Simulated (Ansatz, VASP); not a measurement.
**Rh: VASP beside Ansatz**

File POSCAR:

```
Rh
1.0
   -1.5292044132      1.5292044132      1.5292044132
    1.5292044132     -1.5292044132      1.5292044132
    1.5292044132      1.5292044132     -1.5292044132
Rh
1
Direct
    0.0000000000      0.0000000000      0.0000000000
```

Contents of INCAR.step1:

```
SYSTEM = Rh
  ALGO = Normal
  EDIFF = 1E-4
  ENCUT = 520
  GGA = PE
  ISMEAR = -1
  ISPIN = 2
  LASPH = .TRUE.
  LCHARG = .FALSE.
  LMAXMIX = 4
  LREAL = .FALSE.
  LWAVE = .TRUE.
  MAGMOM = 0.936
  NBANDS = 18
  NELM = 150
  PREC = Accurate
  SIGMA = 0.05
```

Contents of INCAR.step2:

```
SYSTEM = Rh
  ALGO = Normal
  EDIFF = 1E-7
  ENCUT = 520
  ISIF = 2
  ISMEAR = -1
  ISPIN = 2
  ISTART = 1
  LASPH = .TRUE.
  LCHARG = .TRUE.
  LELF = .TRUE.
  LMAXMIX = 4
  LMIXTAU = .TRUE.
  LORBIT = 11
  LREAL = .FALSE.
  LVHAR = .TRUE.
  LWAVE = .FALSE.
  MAGMOM = 0.936
  METAGGA = R2SCAN
  NBANDS = 18
  NELM = 150
  PREC = Accurate
  SIGMA = 0.05
```

KPOINTS

```
k-points
0
G
  24 24 24
  0 0 0
```

Input for Ansatz:

```yaml
crystal:
  lattice:
    - [-1.5292044175, 1.5292044175, 1.5292044175]
    - [1.5292044175, -1.5292044175, 1.5292044175]
    - [1.5292044175, 1.5292044175, -1.5292044175]
  atoms:
    - { symbol: Rh, position: [0.0, 0.0, 0.0], spin: 0.936 }
hamiltonian:
  xc: r2scan
  pseudopotentials:
    kind: paw
    azcp:
      Rh: "pseudopotentials/Rh.paw.azcp"
basis:
  ecutwfc: 500
  fft_grid_basis: typed
kpoints:
  mp_grid: { grid: [24, 24, 24], shift: [0, 0, 0] }
magnetization:
  spin_polarized: true
scf:
  occupations: { method: fermi_dirac, width: 0.05 }
```

Alike in both runs: task single point; functional r2SCAN; k mesh 24 × 24 × 24; occupations fermi-dirac, width 0.05 eV; collinear spin.

```csv
,VASP,Ansatz
version,VASP 6.6.1,Ansatz 0.2.0
potentials or method,"VASP PAW PBE potentials, release 64 (Rh_pv), cutoff 520 eV","plane waves (500 eV) with PAW, scalar-relativistic"
valence electrons in the cell,15,17
```

|  | VASP | Ansatz | Ansatz less VASP |
| --- | --- | --- | --- |
| net moment per atom (μB) | 0.87 | 0.86 | -0.005 |
| size of the moment on the site where the two differ most (μB) | 0.88 | 0.87 | -0.008 |

VASP's potentials were made for PBE, not for r2SCAN. Site moments also hang on the region over which each program counts them. With one functional, cell and mesh, what is left measures potentials, basis and numerics. VASP's potentials hold 15 valence electrons a cell and Ansatz's 17, so a difference there can come from the potentials and not from the codes. Ansatz's warnings: stability check not made.
